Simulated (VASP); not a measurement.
# Te2Mo (P6_3/mmc) in VASP: notebook

Te2Mo is run at these levels: LDA; tasks: single point, relaxation of cell and atoms.

Everything below comes from runs of VASP 6.6.1. Logs are shortened: lines on timing, memory, paths and dates and some standing lists are left out, and cuts for length are marked.

### Step 1. The cell of the first run

The structure is hexagonal, space group P6_3/mmc (No. 194). The conventional cell has a = 3.473 Å, b = 3.473 Å, c = 13.763 Å, α = 90.00°, β = 90.00°, γ = 120.00°. Within 3.5 Å of Te (site symmetry 3m) lie 3 Mo at 2.69 Å and 6 Te at 3.47 Å. Mo (site symmetry -6m2) has 6 Te at 2.69 Å and 6 Mo at 3.47 Å within 3.5 Å.

### Step 2. Single point, LDA

The input, INCAR:

```
SYSTEM = Te2Mo
PREC = Accurate
ENCUT = 520
EDIFF = 1E-6
ISMEAR = 0
SIGMA = 0.02
LREAL = .False.
LASPH = .True.
NELM = 100
ALGO = Normal
ISIF = 2
LWAVE = .False.
LCHARG = .False.
NBANDS = 35
```

The input, KPOINTS:

```
Automatic mesh
0
Gamma
  12 12 2
  0 0 0
```

The input, POSCAR:

```
Te2Mo
1.0
    3.4733938427      0.0000000000      0.0000000000
   -1.7366969213      3.0080473051      0.0000000000
    0.0000000000      0.0000000000     13.7631571754
Te Mo
4 2
Direct
    0.3333333333      0.6666666667      0.6195246122
    0.6666666667      0.3333333333      0.1195246122
    0.3333333333      0.6666666667      0.8804753878
    0.6666666667      0.3333333333      0.3804753878
    0.3333333333      0.6666666667      0.2500000000
    0.6666666667      0.3333333333      0.7500000000
```

Potentials or basis: VASP PAW LDA potentials, release 64 (Te, Mo_sv).

Command:

```sh
cat potpaw_LDA.64/Te/POTCAR potpaw_LDA.64/Mo_sv/POTCAR > POTCAR
mpirun -np 1 vasp_std > vasp.out
```

OUTCAR:

```text
SYSTEM = Te2Mo
   PREC = Accurate
   ENCUT = 520
   EDIFF = 1E-6
   ISMEAR = 0
   LREAL = .False.
   LASPH = .True.
   NELM = 100
   ISIF = 2

 ion  position               nearest neighbor table
   1  0.333  0.667  0.620-   6 2.69   6 2.69   6 2.69   3 3.59
   2  0.667  0.333  0.120-   5 2.69   5 2.69   5 2.69   4 3.59
   3  0.333  0.667  0.880-   6 2.69   6 2.69   6 2.69   1 3.59
   4  0.667  0.333  0.380-   5 2.69   5 2.69   5 2.69   2 3.59
   5  0.333  0.667  0.250-   2 2.69   4 2.69   2 2.69   4 2.69   2 2.69   4 2.69
   6  0.667  0.333  0.750-   1 2.69   3 2.69   1 2.69   3 2.69   1 2.69   3 2.69

  LATTYP: Found a hexagonal cell.
 ALAT       =     3.4733938427
 C/A-ratio  =     3.9624522293

  Lattice vectors:

 A1 = (   3.4733938427,   0.0000000000,   0.0000000000)
 A2 = (  -1.7366969213,   3.0080473051,   0.0000000000)
 A3 = (   0.0000000000,   0.0000000000,  13.7631571754)

Analysis of symmetry for initial positions (statically):
=====================================================================
 Subroutine PRICEL returns:
 Original cell was already a primitive cell.

 Routine SETGRP: Setting up the symmetry group for a
 hexagonal supercell.

 Subroutine GETGRP returns: Found 24 space group operations
 (whereof 12 operations were pure point group operations)
 out of a pool of 24 trial point group operations.

The static configuration has the point symmetry D_3d.
 The point group associated with its full space group is D_6h.

Analysis of symmetry for dynamics (positions and initial velocities):
=====================================================================
 Subroutine PRICEL returns:
 Original cell was already a primitive cell.

 Routine SETGRP: Setting up the symmetry group for a
 hexagonal supercell.

 Subroutine GETGRP returns: Found 24 space group operations
 (whereof 12 operations were pure point group operations)
 out of a pool of 24 trial point group operations.

The dynamic configuration has the point symmetry D_3d.
 The point group associated with its full space group is D_6h.

 Subroutine INISYM returns: Found 24 space group operations
 (whereof 12 operations are pure point group operations),
 and found     1 'primitive' translations

----------------------------------------------------------------------------------------

                                     Primitive cell

  volume of cell :     143.7993

  direct lattice vectors                    reciprocal lattice vectors
     3.473393843  0.000000000  0.000000000     0.287902854  0.166220790  0.000000000
    -1.736696921  3.008047305  0.000000000     0.000000000  0.332441580  0.000000000
     0.000000000  0.000000000 13.763157175     0.000000000  0.000000000  0.072657748

  length of vectors
     3.473393843  3.473393843 13.763157175     0.332441580  0.332441580  0.072657748

  position of ions in fractional coordinates (direct lattice)
     0.333333333  0.666666667  0.619524612
     0.666666667  0.333333333  0.119524612
     0.333333333  0.666666667  0.880475388
     0.666666667  0.333333333  0.380475388
     0.333333333  0.666666667  0.250000000
     0.666666667  0.333333333  0.750000000

  ion indices of the primitive-cell ions
   primitive index   ion index
                 1           1
                 2           2
                 3           3
                 4           4
                 5           5
                 6           6

----------------------------------------------------------------------------------------

 KPOINTS: Automatic mesh

Automatic generation of k-mesh.
 Grid dimensions read from file:
 generate k-points for:   12   12    2

 Generating k-lattice:

  Cartesian coordinates                     Fractional coordinates (reciprocal lattice)
     0.023991904  0.013851733  0.000000000     0.083333333  0.000000000  0.000000000
     0.000000000  0.027703465  0.000000000     0.000000000  0.083333333  0.000000000
     0.000000000  0.000000000  0.036328874     0.000000000  0.000000000  0.500000000

  Length of vectors
     0.027703465  0.027703465  0.036328874

  Shift w.r.t. Gamma in fractional coordinates (k-lattice)
     0.000000000  0.000000000  0.000000000

 Subroutine IBZKPT returns following result:
 ===========================================

 Found     38 irreducible k-points:

 Following reciprocal coordinates:
            Coordinates               Weight
  0.000000  0.000000  0.000000      1.000000
  0.083333 -0.000000  0.000000      6.000000
  0.166667  0.000000  0.000000      6.000000
  0.250000 -0.000000  0.000000      6.000000
  0.333333  0.000000  0.000000      6.000000
  0.416667 -0.000000  0.000000      6.000000
[... 16 lines left out ...]
  0.250000 -0.000000  0.500000      6.000000
  0.333333  0.000000  0.500000      6.000000
 [... further k-points ...]
   k-points           NKPTS =     38   k-points in BZ     NKDIM =     38   number of bands    NBANDS=     35
   number of dos      NEDOS =    301   number of ions     NIONS =      6
   total plane-waves  NPLWV =  84672
   dimension x,y,z NGX =    28 NGY =   28 NGZ =  108
   dimension x,y,z NGXF=    56 NGYF=   56 NGZF=  216
   ions per type =               4   2
   NGX,Y,Z   is equivalent  to a cutoff of  13.40, 13.40, 13.05 a.u.
   NGXF,Y,Z  is equivalent  to a cutoff of  26.80, 26.80, 26.09 a.u.
 SYSTEM =  Te2Mo
   PREC   = accura    normal or accurate (medium, high low for compatibility)
   ISTART =      0    job   : 0-new  1-cont  2-samecut
   ICHARG =      2    charge: 1-file 2-atom 10-const
   ISPIN  =      1    spin polarized calculation?
   LNONCOLLINEAR =      F non collinear calculations
   LSORBIT =      F    spin-orbit coupling
   LASPH  =      T    aspherical Exc in radial PAW
   ENCUT  =  520.0 eV  38.22 Ry    6.18 a.u.   6.46  6.46 25.59*2*pi/ulx,y,z
   NELM   =    100;   NELMIN=  2; NELMDL= -5     # of ELM steps
   EDIFF  = 0.1E-05   stopping-criterion for ELM
   LREAL  =      F    real-space projection
   EDIFFG = 0.1E-04   stopping-criterion for IOM
   NSW    =      0    number of steps for IOM
   IBRION =     -1    ionic relax: 0-MD 1-quasi-New 2-CG
   NFREE  =      0    steps in history (QN), initial steepest desc. (CG)
   ISIF   =      2    stress and relaxation
   ISYM   =      2    0-nonsym 1-usesym 2-fastsym
   POTIM  = 0.5000    time-step for ionic-motion
   TEBEG  =    0.0;   TEEND  =   0.0 temperature during run
   PSTRESS=    0.0 pullay stress
   NELECT =      52.0000    total number of electrons
   NUPDOWN=      -1.0000    fix difference up-down
   EMIN   =  10.00;   EMAX   =-10.00  energy-range for DOS
   EFERMI =   0.00;   METHOD = LEGACY
   ISMEAR =     0;   SIGMA  =   0.02  broadening in eV -4-tet -1-fermi 0-gaus
   EFERMI_NEDOS =   21; number of points for ismear=-14 and -15
   IALGO  =     38    algorithm
   IMIX   =      4    mixing-type and parameters
     AMIX     =   0.40;   BMIX     =  1.00
     AMIX_MAG =   1.60;   BMIX_MAG =  1.00
  volume/ion in A,a.u.               =      23.97       161.73
  Fermi-wavevector in a.u.,A,eV,Ry     =   1.166336  2.204056 18.508546  1.360340
  Thomas-Fermi vector in A             =   2.302850
   LORBIT       =      0    0 simple, 1 ext, 2 COOP (PROOUT), +10 PAW based schemes
   GGA     = CA    functional components
   LHFCALC =     F    Hartree Fock is set to
   AEXX    =    0.0000 exact exchange contribution
   IVDW    =     0    specifies the selected vdW correction
   LEPSILON=     F    determine dielectric tensor
   LRPA    =     F    only Hartree local field effects (RPA)
 non-spin polarized calculation
 Gauss-broadening in eV      SIGMA  =   0.02
  energy-cutoff  :      520.00
  volume of cell :      143.80
 maximum number of plane-waves:      3915
 NGX is ok and might be reduce to    28
   NGX = 13   NGY = 13   NGZ = 51

 number of electron      51.9999998 magnetization

 Free energy of the ion-electron system (eV)
  ---------------------------------------------------
  ext. energy  EPLUGINS =         0.00000000
  ---------------------------------------------------
  free energy    TOTEN  =       -41.26371576 eV

  energy without entropy =      -41.26371576  energy(sigma->0) =      -41.26371576

 E-fermi :   8.8441     XC(G=0): -10.8571

 val. band max:        8.5802386186   @ k =   0.0000   0.0000   0.0000
 cond. band min:       9.2614631449   @ k =   0.2500   0.1667   0.0000
 fundamental gap:      0.6812245263
 Fermi energy:         8.8441387783

 k-point     1 :       0.0000    0.0000    0.0000
  band No.  band energies     occupation
      1     -51.8748      2.00000
      2     -51.8748      2.00000
      3     -26.2637      2.00000
      4     -26.2636      2.00000
      5     -26.0954      2.00000
      6     -26.0954      2.00000
[... 27 lines left out ...]
     34      12.1150      0.00000
     35      14.4673      0.00000

 k-point     2 :       0.0833   -0.0000    0.0000
  band No.  band energies     occupation
      1     -51.8740      2.00000
      2     -51.8740      2.00000
      3     -26.2613      2.00000
      4     -26.2613      2.00000
      5     -26.1059      2.00000
      6     -26.1059      2.00000
[... 27 lines left out ...]
     34      11.9142      0.00000
     35      14.9256      0.00000

 k-point     3 :       0.1667    0.0000    0.0000
  band No.  band energies     occupation
      1     -51.8717      2.00000
      2     -51.8717      2.00000
      3     -26.2548      2.00000
      4     -26.2548      2.00000
      5     -26.1345      2.00000
      6     -26.1345      2.00000
[... 27 lines left out ...]
     34      12.1096      0.00000
     35      15.0654      0.00000

 k-point     4 :       0.2500   -0.0000    0.0000
  band No.  band energies     occupation
      1     -51.8686      2.00000
      2     -51.8686      2.00000
      3     -26.2459      2.00000
      4     -26.2459      2.00000
      5     -26.1733      2.00000
      6     -26.1733      2.00000
[... 27 lines left out ...]
     34      12.3403      0.00000
     35      14.7922      0.00000

 k-point     5 :       0.3333    0.0000    0.0000
  band No.  band energies     occupation
      1     -51.8656      2.00000
      2     -51.8655      2.00000
      3     -26.2370      2.00000
      4     -26.2370      2.00000
      5     -26.2119      2.00000
      6     -26.2119      2.00000
[... 638 lines left out ...]
 k-point    22 :       0.1667    0.0000    0.5000
  band No.  band energies     occupation
      1     -51.8717      2.00000
      2     -51.8717      2.00000
      3     -26.2548      2.00000
      4     -26.2548      2.00000
      5     -26.1345      2.00000
      6     -26.1345      2.00000
[... 27 lines left out ...]
     34      11.9676      0.00000
     35      15.4737      0.00000

 k-point    23 :       0.2500   -0.0000    0.5000
  band No.  band energies     occupation
      1     -51.8686      2.00000
      2     -51.8686      2.00000
      3     -26.2459      2.00000
      4     -26.2459      2.00000
      5     -26.1733      2.00000
      6     -26.1733      2.00000
[... 27 lines left out ...]
     34      12.1033      0.00000
     35      14.6674      0.00000

 k-point    24 :       0.3333    0.0000    0.5000
  band No.  band energies     occupation
      1     -51.8655      2.00000
      2     -51.8655      2.00000
      3     -26.2370      2.00000
      4     -26.2370      2.00000
      5     -26.2119      2.00000
      6     -26.2119      2.00000
[... 27 lines left out ...]
     34      12.1772      0.00000
     35      13.7634      0.00000

 [... further k-points ...]
[... 5 lines left out ...]
  --------------------------------------------------------------------------------------
  -------------------------------------------------------------------------------------
  Total        0.1759104      0.1759104      0.3822121      0.0000000      0.0000000      0.0000000
  in kB        1.9599514      1.9599514      4.2585160      0.0000000      0.0000000      0.0000000
  external PRESSURE =       2.7261396 kB  Pullay stress =       0.0000000 kB

 VOLUME and BASIS-vectors are now :
 -----------------------------------------------------------------------------
  energy-cutoff  :      520.00
  volume of cell :      143.80
      direct lattice vectors                 reciprocal lattice vectors
     3.473393843  0.000000000  0.000000000     0.287902854  0.166220790  0.000000000
    -1.736696921  3.008047305  0.000000000     0.000000000  0.332441580  0.000000000
     0.000000000  0.000000000 13.763157175     0.000000000  0.000000000  0.072657748

 POSITION                                       TOTAL-FORCE (eV/Angst)
 -----------------------------------------------------------------------------------
     -0.00000      2.00536      8.52661        -0.000000      0.000000     -0.058397
      1.73670      1.00268      1.64504        -0.000000      0.000000     -0.058397
     -0.00000      2.00536     12.11812        -0.000000      0.000000      0.058397
      1.73670      1.00268      5.23654        -0.000000      0.000000      0.058397
     -0.00000      2.00536      3.44079        -0.000000     -0.000000     -0.000000
      1.73670      1.00268     10.32237         0.000000     -0.000000     -0.000000
 -----------------------------------------------------------------------------------
    total drift:                               -0.000000      0.000000     -0.000000

  FREE ENERGIE OF THE ION-ELECTRON SYSTEM (eV)
  ---------------------------------------------------
  free  energy   TOTEN  =       -41.2637157556 eV

  energy  without entropy=      -41.2637157556  energy(sigma->0) =      -41.26371576
```

It took 3.1 min on 1 thread of Intel Xeon Platinum 8259CL at 2.50GHz (Skylake/Cascade Lake), shared host; peak memory 0.32 GiB.

What came out:

```
Free energy            : -41.2637 eV
Pressure               : 0.3 GPa
Largest force          : 0.058 eV/Å
Band gap on the k mesh : 0.68 eV, indirect (least direct gap 1.10 eV)
```

Forces on the atoms (eV/Å):
```
Te   0.000  0.000 -0.058
Te   0.000  0.000 -0.058
Te   0.000  0.000  0.058
Te   0.000  0.000  0.058
Mo   0.000  0.000  0.000
Mo   0.000  0.000  0.000
```

Stress tensor (GPa, compression positive):
```
0.20 0.00 0.00
0.00 0.20 0.00
0.00 0.00 0.43
```

Levels at points of the mesh, in eV from the valence-band top:
```csv
k point,band 24,band 25,band 26,band 27,band 28,band 29
"(0.00, 0.00, 0.00)",-1.04,-0.25,0.00,3.00,3.00,3.15
"(0.50, 0.00, 0.00)",-1.04,-0.60,-0.25,1.30,1.37,1.46
"(0.00, 0.00, 0.50)",-1.06,-0.07,-0.07,3.04,3.04,3.04
"(0.50, 0.00, 0.50)",-1.04,-0.43,-0.43,1.33,1.33,1.67
```

Caveat: spin-orbit coupling is left out, which moves the levels of the heavy elements. A k mesh can miss the band edges.

### Step 3. Relaxation of cell and atoms, LDA

This run uses another cell than the first one, of 24.18 Å³/atom, 1.009 times its volume.

The input, INCAR:

```
PREC = Accurate ; ENCUT = 600
EDIFF = 1E-6 ; ISMEAR = 0
SIGMA = 0.02 ; LREAL = False
LASPH = True ; NELM = 100
ALGO = Normal ; ISIF = 3
LWAVE = False ; LCHARG = False
GGA = CA ; IBRION = 2
NSW = 70 ; EDIFFG = -0.005
```

The input, KPOINTS:

```
Automatic mesh
0
Gamma
  12 12 2
```

The input, POSCAR:

```
Te2Mo
1.0
    3.4964011281      0.0000000000      0.0000000000
   -1.7482005640      3.0279721987      0.0000000000
    0.0000000000      0.0000000000     13.7008448591
Te Mo
4 2
Direct
    0.3333333333      0.6666666667      0.6173401535
    0.6666666667      0.3333333333      0.1173401535
    0.3333333333      0.6666666667      0.8826598465
    0.6666666667      0.3333333333      0.3826598465
    0.3333333333      0.6666666667      0.2500000000
    0.6666666667      0.3333333333      0.7500000000
```

Potentials or basis: VASP PAW LDA potentials, release 64 (Te, Mo_sv).

Command:

```sh
cat potpaw_LDA.64/Te/POTCAR potpaw_LDA.64/Mo_sv/POTCAR > POTCAR
mpirun -np 1 vasp_std > vasp.out
```

It took 23 min on 1 thread of Intel Xeon Platinum 8259CL at 2.50GHz (Skylake/Cascade Lake), shared host; peak memory 0.36 GiB.

It converged, with:

```yaml
Free_energy: -41.2645 eV
Relaxed_volume: 23.99 Å³/atom
Relaxed_cell: a = 3.475 Å, b = 3.475 Å, c = 13.765 Å, α = 90.00°, β = 90.00°, γ = 120.00°
Space_group_after_relaxing_to_0.05_Å: P6_3/mmc (No. 194)
Energy_gained_by_relaxing: 4.6 meV/atom
Ionic_steps: 14
Pressure_after_relaxing: 0.0 GPa
Band_gap_on_the_k_mesh: 0.68 eV, indirect (least direct gap 1.10 eV)
```

The path:
| step | energy change (eV) | largest force (eV/Å) | pressure (GPa) | volume (Å³) |
| --- | --- | --- | --- | --- |
| 1 | 0.0000 | 0.3888 | -2.30 | 145.05 |
| 2 | 0.0657 | 0.6765 | 5.03 | 137.88 |
| 3 | -0.0234 | 0.0520 | 0.01 | 142.56 |
| 4 | -0.0235 | 0.0446 | 0.06 | 142.51 |
| 5 | -0.0245 | 0.0469 | 0.08 | 142.57 |
| 6 | -0.0254 | 0.0508 | 0.13 | 142.68 |
| 7 | -0.0256 | 0.0528 | 0.15 | 142.72 |
| 8 | -0.0264 | 0.0462 | 0.06 | 143.10 |
| 9 | -0.0270 | 0.0373 | -0.07 | 143.62 |
| 10 | -0.0268 | 0.0209 | -0.32 | 144.67 |
| 11 | -0.0272 | 0.0307 | -0.17 | 144.02 |
| 12 | -0.0269 | 0.0589 | 0.29 | 143.83 |
| 13 | -0.0273 | 0.0018 | 0.00 | 143.95 |
| 14 | -0.0273 | 0.0006 | -0.01 | 143.95 |

Final structure:
```yaml
crystal:
  lattice:
    - [3.47506, 0.00000, 0.00000]
    - [-1.73753, 3.00949, 0.00000]
    - [0.00000, 0.00000, 13.76480]
  atoms:
    - { symbol: Te, position: [0.33333, 0.66667, 0.61931] }
    - { symbol: Te, position: [0.66667, 0.33333, 0.11931] }
    - { symbol: Te, position: [0.33333, 0.66667, 0.88069] }
    - { symbol: Te, position: [0.66667, 0.33333, 0.38069] }
    - { symbol: Mo, position: [0.33333, 0.66667, 0.25000] }
    - { symbol: Mo, position: [0.66667, 0.33333, 0.75000] }
```

Levels at points of the mesh, in eV from the valence-band top:
| k point | band 23 | band 24 | band 25 | band 26 | band 27 | band 28 | band 29 | band 30 |
| --- | --- | --- | --- | --- | --- | --- | --- | --- |
| (0.00, 0.00, 0.00) | -1.03 | -1.03 | -0.25 | 0.00 | 2.99 | 2.99 | 3.15 | 3.15 |
| (0.50, 0.00, 0.00) | -1.08 | -1.03 | -0.59 | -0.25 | 1.30 | 1.37 | 1.45 | 1.85 |
| (0.00, 0.00, 0.50) | -1.05 | -1.05 | -0.07 | -0.07 | 3.03 | 3.03 | 3.03 | 3.03 |
| (0.50, 0.00, 0.50) | -1.03 | -1.03 | -0.42 | -0.42 | 1.33 | 1.33 | 1.67 | 1.67 |

Caveat: spin-orbit coupling is left out, which moves the levels of the heavy elements. LDA usually gives volumes a few per cent too small.
